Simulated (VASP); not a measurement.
# LiF (P6_3mc) in VASP: notebook

LiF is run at these levels: PBE; tasks: single point.

Program: VASP 6.6.1. These are calculated values, not measurements. Logs are shortened: lines on timing, memory, paths and dates and some standing lists are left out, and cuts for length are marked.

### 1 The cell of the first run

The structure is hexagonal, space group P6_3mc (No. 186). The conventional cell has a = 3.178 Å, b = 3.178 Å, c = 4.744 Å, α = 90.00°, β = 90.00°, γ = 120.00°. Within 2.5 Å of Li (site symmetry 3m) lie 4 F at 1.88 to 1.90 Å. F (site symmetry 3m) has 4 Li at 1.88 to 1.90 Å within 2.5 Å.

### 2 Single point, PBE (c/a of the conventional cell at fixed volume 1.4929)

The input, INCAR:

```
PREC = Accurate ; ENCUT = 520
EDIFF = 1E-7 ; ISMEAR = 0
SIGMA = 0.05 ; LREAL = False
LASPH = True ; NELM = 80
ALGO = Normal ; ISIF = 2
LWAVE = False ; LCHARG = False
GGA = PE ; NBANDS = 18
```

The input, KPOINTS:

```
regular mesh
0
Gamma
  9 9 6
```

The input, POSCAR:

```
LiF
1.0
    3.1775711328      0.0000000000      0.0000000000
   -1.5887855664      2.7518573233      0.0000000000
    0.0000000000      0.0000000000      4.7437959441
Li F
2 2
Direct
    0.3333333333      0.6666666667      0.3912714954
    0.6666666667      0.3333333333      0.8912714954
    0.3333333333      0.6666666667      0.9939266766
    0.6666666667      0.3333333333      0.4939266766
```

Potentials or basis: VASP PAW PBE potentials, release 64 (Li_sv, F).

Started as:

```sh
$ cat potpaw_PBE.64/Li_sv/POTCAR potpaw_PBE.64/F/POTCAR > POTCAR
$ mpirun -np 1 vasp_std > vasp.out
```

OUTCAR:

```text
PREC = Accurate
   ENCUT = 520
   EDIFF = 1E-7
   ISMEAR = 0
   LREAL = False
   LASPH = True
   NELM = 80
   ISIF = 2
   GGA = PE

 ion  position               nearest neighbor table
   1  0.333  0.667  0.391-   3 1.88   4 1.90   4 1.90   4 1.90
   2  0.667  0.333  0.891-   4 1.88   3 1.90   3 1.90   3 1.90
   3  0.333  0.667  0.994-   1 1.88   2 1.90   2 1.90   2 1.90
   4  0.667  0.333  0.494-   2 1.88   1 1.90   1 1.90   1 1.90

  LATTYP: Found a hexagonal cell.
 ALAT       =     3.1775711328
 C/A-ratio  =     1.4929000000

  Lattice vectors:

 A1 = (   3.1775711328,   0.0000000000,   0.0000000000)
 A2 = (  -1.5887855664,   2.7518573233,   0.0000000000)
 A3 = (   0.0000000000,   0.0000000000,   4.7437959441)

Analysis of symmetry for initial positions (statically):
=====================================================================
 Subroutine PRICEL returns:
 Original cell was already a primitive cell.

 Routine SETGRP: Setting up the symmetry group for a
 hexagonal supercell.

 Subroutine GETGRP returns: Found 12 space group operations
 (whereof  6 operations were pure point group operations)
 out of a pool of 24 trial point group operations.

The static configuration has the point symmetry C_3v.
 The point group associated with its full space group is C_6v.

Analysis of symmetry for dynamics (positions and initial velocities):
=====================================================================
 Subroutine PRICEL returns:
 Original cell was already a primitive cell.

 Routine SETGRP: Setting up the symmetry group for a
 hexagonal supercell.

 Subroutine GETGRP returns: Found 12 space group operations
 (whereof  6 operations were pure point group operations)
 out of a pool of 24 trial point group operations.

The dynamic configuration has the point symmetry C_3v.
 The point group associated with its full space group is C_6v.

 Subroutine INISYM returns: Found 12 space group operations
 (whereof  6 operations are pure point group operations),
 and found     1 'primitive' translations

----------------------------------------------------------------------------------------

                                     Primitive cell

  volume of cell :      41.4808

  direct lattice vectors                    reciprocal lattice vectors
     3.177571133  0.000000000  0.000000000     0.314705779  0.181695466  0.000000000
    -1.588785566  2.751857323  0.000000000     0.000000000  0.363390933  0.000000000
[... 92 lines left out ...]
   NSW    =      0    number of steps for IOM
   IBRION =     -1    ionic relax: 0-MD 1-quasi-New 2-CG
   NFREE  =      0    steps in history (QN), initial steepest desc. (CG)
   ISIF   =      2    stress and relaxation
   ISYM   =      2    0-nonsym 1-usesym 2-fastsym
   POTIM  = 0.5000    time-step for ionic-motion
   TEBEG  =    0.0;   TEEND  =   0.0 temperature during run
   PSTRESS=    0.0 pullay stress
   NELECT =      20.0000    total number of electrons
   NUPDOWN=      -1.0000    fix difference up-down
   EMIN   =  10.00;   EMAX   =-10.00  energy-range for DOS
   EFERMI =   0.00;   METHOD = LEGACY
   ISMEAR =     0;   SIGMA  =   0.05  broadening in eV -4-tet -1-fermi 0-gaus
   EFERMI_NEDOS =   21; number of points for ismear=-14 and -15
   IALGO  =     38    algorithm
   IMIX   =      4    mixing-type and parameters
     AMIX     =   0.40;   BMIX     =  1.00
     AMIX_MAG =   1.60;   BMIX_MAG =  1.00
  volume/ion in A,a.u.               =      10.37        69.98
  Fermi-wavevector in a.u.,A,eV,Ry     =   1.283716  2.425872 22.421420  1.647928
  Thomas-Fermi vector in A             =   2.415953
   LORBIT       =      0    0 simple, 1 ext, 2 COOP (PROOUT), +10 PAW based schemes
   GGA     = PE    functional components
   LHFCALC =     F    Hartree Fock is set to
   AEXX    =    0.0000 exact exchange contribution
   IVDW    =     0    specifies the selected vdW correction
   LEPSILON=     F    determine dielectric tensor
   LRPA    =     F    only Hartree local field effects (RPA)
 non-spin polarized calculation
 Gauss-broadening in eV      SIGMA  =   0.05
  energy-cutoff  :      520.00
  volume of cell :       41.48
 maximum number of plane-waves:      1132
 NGX is ok and might be reduce to    24
   NGX = 11   NGY = 11   NGZ = 17

 number of electron      20.0000021 magnetization

 Free energy of the ion-electron system (eV)
  ---------------------------------------------------
  ext. energy  EPLUGINS =         0.00000000
  ---------------------------------------------------
  free energy    TOTEN  =       -19.29313305 eV

  energy without entropy =      -19.29313305  energy(sigma->0) =      -19.29313305

 E-fermi :  -2.3602     XC(G=0):  -8.6442

 val. band max:       -2.5707240248   @ k =   0.0000   0.0000   0.0000
 cond. band min:       4.9201733605   @ k =   0.0000   0.0000   0.0000
 fundamental gap:      7.4908973853
 Fermi energy:        -2.3602025288

 k-point     1 :       0.0000    0.0000    0.0000
  band No.  band energies     occupation
      1     -43.2400      2.00000
      2     -43.2021      2.00000
      3     -22.0291      2.00000
      4     -21.7617      2.00000
      5      -4.7220      2.00000
      6      -3.1870      2.00000
[... 481 lines left out ...]
      5      -4.5454      2.00000
      6      -3.8074      2.00000
[... 10 lines left out ...]
     17      15.6187      0.00000
     18      17.8646      0.00000

 [... further k-points ...]

------------------------ aborting loop because EDIFF is reached ----------------------------------------

  FORCE on cell =-STRESS in cart. coord.  units (eV):
  Direction    XX          YY          ZZ          XY          YZ          ZX
  --------------------------------------------------------------------------------------
  -------------------------------------------------------------------------------------
  Total       -0.2810857     -0.2810857      0.2321091      0.0000000      0.0000000      0.0000000
  in kB      -10.8568074    -10.8568074      8.9651104      0.0000000      0.0000000      0.0000000
  external PRESSURE =      -4.2495015 kB  Pullay stress =       0.0000000 kB

 VOLUME and BASIS-vectors are now :
 -----------------------------------------------------------------------------
  energy-cutoff  :      520.00
  volume of cell :       41.48
      direct lattice vectors                 reciprocal lattice vectors
     3.177571133  0.000000000  0.000000000     0.314705779  0.181695466  0.000000000
    -1.588785566  2.751857323  0.000000000     0.000000000  0.363390933  0.000000000
     0.000000000  0.000000000  4.743795944     0.000000000  0.000000000  0.210801647

 POSITION                                       TOTAL-FORCE (eV/Angst)
 -----------------------------------------------------------------------------------
     -0.00000      1.83457      1.85611         0.000000      0.000000      0.034126
      1.58879      0.91729      4.22801        -0.000000     -0.000000      0.034126
     -0.00000      1.83457      4.71499        -0.000000      0.000000     -0.034126
      1.58879      0.91729      2.34309         0.000000     -0.000000     -0.034126
 -----------------------------------------------------------------------------------
    total drift:                                0.000001      0.000001      0.003253

  FREE ENERGIE OF THE ION-ELECTRON SYSTEM (eV)
  ---------------------------------------------------
  free  energy   TOTEN  =       -19.2931330537 eV

  energy  without entropy=      -19.2931330537  energy(sigma->0) =      -19.29313305
```

OSZICAR:

```text
N       E                     dE             d eps       ncg     rms          rms(c)
DAV:   1     0.119935991368E+03    0.11994E+03   -0.10585E+04  1728   0.119E+03
DAV:   2    -0.101504745997E+02   -0.13009E+03   -0.12733E+03  1938   0.296E+02
DAV:   3    -0.206205458181E+02   -0.10470E+02   -0.10411E+02  3248   0.623E+01
DAV:   4    -0.207162540497E+02   -0.95708E-01   -0.95550E-01  2154   0.727E+00
DAV:   5    -0.207173106162E+02   -0.10566E-02   -0.10563E-02  2258   0.658E-01    0.734E+00
DAV:   6    -0.192304606031E+02    0.14869E+01   -0.40952E+00  1818   0.152E+01    0.231E+00
DAV:   7    -0.192548530290E+02   -0.24392E-01   -0.11359E-01  1978   0.235E+00    0.149E+00
DAV:   8    -0.192929673539E+02   -0.38114E-01   -0.61659E-02  1924   0.239E+00    0.365E-01
DAV:   9    -0.192919777025E+02    0.98965E-03   -0.60361E-03  2376   0.671E-01    0.102E-01
DAV:  10    -0.192931510657E+02   -0.11734E-02   -0.16946E-03  1894   0.276E-01    0.575E-02
DAV:  11    -0.192931299136E+02    0.21152E-04   -0.78216E-05  2312   0.794E-02    0.110E-02
DAV:  12    -0.192931325717E+02   -0.26581E-05   -0.79198E-06  1902   0.220E-02    0.183E-03
DAV:  13    -0.192931327353E+02   -0.16355E-06   -0.39392E-07  2350   0.519E-03    0.627E-04
DAV:  14    -0.192931330606E+02   -0.32530E-06   -0.28505E-08  1500   0.173E-03    0.241E-04
DAV:  15    -0.192931330537E+02    0.68499E-08   -0.13604E-08  1036   0.861E-04
   1 F= -.19293133E+02 E0= -.19293133E+02  d E =-.116749E-11
```

Run time: 22 s. Hardware: 1 thread of Intel Xeon Platinum 8488C (Sapphire Rapids), shared host; peak memory 0.16 GiB.

What came out:

* Free energy: -19.2931 eV
* Largest force: 0.034 eV/Å
* Band gap on the k mesh: 7.49 eV, direct

Forces on the atoms (eV/Å):
```
Li   0.000  0.000  0.034
Li   0.000  0.000  0.034
F    0.000  0.000 -0.034
F    0.000  0.000 -0.034
```

Levels at points of the mesh, in eV from the valence-band top:
| k point | band 6 | band 7 | band 8 | band 9 | band 10 | band 11 | band 12 | band 13 | band 14 | band 15 |
| --- | --- | --- | --- | --- | --- | --- | --- | --- | --- | --- |
| (0.00, 0.00, 0.00) | -0.62 | -0.62 | -0.26 | -0.26 | 0.00 | 7.49 | 12.00 | 15.03 | 17.74 | 17.74 |
| (0.00, 0.00, 0.50) | -1.13 | -0.44 | -0.44 | -0.44 | -0.44 | 9.25 | 9.25 | 17.53 | 17.53 | 17.98 |

Caveat: the cutoff is under 1.25 times the usual one of these potentials, so pressure, stress and relaxed cells hold a basis-set (Pulay) error. A k mesh can miss the band edges.

### 3 Single point, PBE (c/a of the conventional cell at fixed volume 1.5932)

The input, INCAR:

```
ALGO = Normal ; EDIFF = 1E-6
ENCUT = 520 ; GGA = PE
ISIF = 2 ; ISMEAR = 0
LASPH = T ; LCHARG = F
LREAL = F ; LWAVE = F
NBANDS = 18 ; NELM = 80
PREC = Accurate ; SIGMA = 0.05
```

The input, KPOINTS:

```
k-points
0
Gamma
  9 9 6
```

The input, POSCAR:

```
LiF
1.0
    3.1094393350      0.0000000000      0.0000000000
   -1.5547196675      2.6928534557      0.0000000000
    0.0000000000      0.0000000000      4.9539587486
Li F
2 2
Direct
    0.3333333333      0.6666666667      0.3912714954
    0.6666666667      0.3333333333      0.8912714954
    0.3333333333      0.6666666667      0.9939266766
    0.6666666667      0.3333333333      0.4939266766
```

Potentials or basis: VASP PAW PBE potentials, release 64 (Li_sv, F).

Started as:

```sh
$ cat potpaw_PBE.64/Li_sv/POTCAR potpaw_PBE.64/F/POTCAR > POTCAR
$ mpirun -np 1 vasp_std > vasp.out
```

Wall time 23 s (1 thread of Intel Xeon Platinum 8488C (Sapphire Rapids), shared host); peak memory 0.16 GiB.

Results (log left out):

```yaml
Free_energy: -19.2877 eV
Largest_force: 0.157 eV/Å
Band_gap_on_the_k_mesh: 7.55 eV, direct
```

Forces on the atoms (eV/Å):
```
Li   0.000  0.000 -0.157
Li   0.000  0.000 -0.157
F    0.000  0.000  0.157
F    0.000  0.000  0.157
```

Levels at points of the mesh, in eV from the valence-band top:
```csv
k point,band 8,band 9,band 10,band 11,band 12,band 13
"(0.00, 0.00, 0.00)",-0.20,-0.20,0.00,7.55,11.69,14.77
"(0.00, 0.00, 0.50)",-0.33,-0.33,-0.33,9.22,9.22,17.06
```

Caveat: the cutoff is under 1.25 times the usual one of these potentials, so pressure, stress and relaxed cells hold a basis-set (Pulay) error.

(Continued in part 2 of 2.)
